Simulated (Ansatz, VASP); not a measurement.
# Rb2Cd: VASP beside Ansatz

Contents of INCAR:

```
SYSTEM = Rb2Cd
PREC     = Accurate       ! precision mode
ENCUT    = 600            ! plane-wave cutoff, eV
EDIFF    = 1E-7           ! SCF threshold, eV
ISMEAR   = 0              ! smearing method
SIGMA    = 0.1            ! smearing width, eV
LREAL    = .FALSE.        ! projectors in reciprocal space
LASPH    = .TRUE.         ! aspherical terms in the spheres
NELM     = 80             ! most SCF steps
ALGO     = Normal         ! electronic algorithm
ISIF     = 3              ! what is computed and relaxed
LWAVE    = .FALSE.        ! write WAVECAR
LCHARG   = .FALSE.        ! write CHGCAR
GGA      = PE             ! functional
IBRION   = 2              ! ionic algorithm
NSW      = 90             ! ionic steps
EDIFFG   = -0.04          ! ionic threshold
```

The input KPOINTS:

```
regular mesh
0
G
  4 4 4
  0 0 0
```

Contents of POSCAR:

```
Rb2Cd
1.0
    0.0000000000      4.7454637818      4.7454637818
    4.7454637818      0.0000000000      4.7454637818
    4.7454637818      4.7454637818      0.0000000000
Rb Cd
4 2
Direct
    0.6250000000      0.6250000000      0.6250000000
    0.1250000000      0.6250000000      0.6250000000
    0.6250000000      0.6250000000      0.1250000000
    0.6250000000      0.1250000000      0.6250000000
    0.0000000000      0.0000000000      0.0000000000
    0.2500000000      0.2500000000      0.2500000000
```

Input for Ansatz:

```yaml
crystal:
  lattice:
    - [0.0, 4.7454637818, 4.7454637818]
    - [4.7454637818, 0.0, 4.7454637818]
    - [4.7454637818, 4.7454637818, 0.0]
  atoms:
    - { symbol: Rb, position: [0.625, 0.625, 0.625] }
    - { symbol: Rb, position: [0.125, 0.625, 0.625] }
    - { symbol: Rb, position: [0.625, 0.625, 0.125] }
    - { symbol: Rb, position: [0.625, 0.125, 0.625] }
    - { symbol: Cd, position: [0.0, 0.0, 0.0] }
    - { symbol: Cd, position: [0.25, 0.25, 0.25] }
basis:
  ecutwfc: 420
kpoints:
  mp_grid: { grid: [4, 4, 4] }
hamiltonian:
  xc: pbe
scf:
  occupations: { method: gaussian, width: 0.1 }
  lower_state_search: "off"
output:
  forces: true
  stress: true
  eigenvalues: true
relax:
  adjacent_minimum: "off"
  f_tol: 0.04
  max_steps: 70
  cell: { stress_tol: 0.4 }
```

Alike in both runs: task relaxation of cell and atoms; functional PBE; k mesh 4 × 4 × 4; occupations gaussian, width 0.1 eV; no spin polarisation.

|  | VASP | Ansatz |
| --- | --- | --- |
| version | VASP 6.6.1 | Ansatz 0.2.0 |
| potentials or method | VASP PAW PBE potentials, release 64 (Rb_sv, Cd), cutoff 600 eV | scalar-relativistic, plane waves, PAW |
| valence electrons in the cell | 60 | 76 |

Ansatz gave:

| Item | Value |
| --- | --- |
| gap on the k mesh at the Fermi level, each at its own relaxed structure (eV) | none |
| relaxed volume (Å³/atom) | 73.81 |
| relaxed length of the cell vector where the two differ most in proportion (Å) | 8.556 |

Problem. Which values does VASP return?

Solution. gap on the k mesh at the Fermi level, each at its own relaxed structure (eV): none; relaxed volume (Å³/atom): 70.38; relaxed length of the cell vector where the two differ most in proportion (Å): 8.421.

A gap of «none» marks a metal or a gap that the smearing closes. VASP's potentials hold 60 valence electrons a cell and Ansatz's 76, so a difference there can come from the potentials and not from the codes.

Noted on VASP's run: the volume moved by over 15 % at a fixed basis, so the end points are rough.
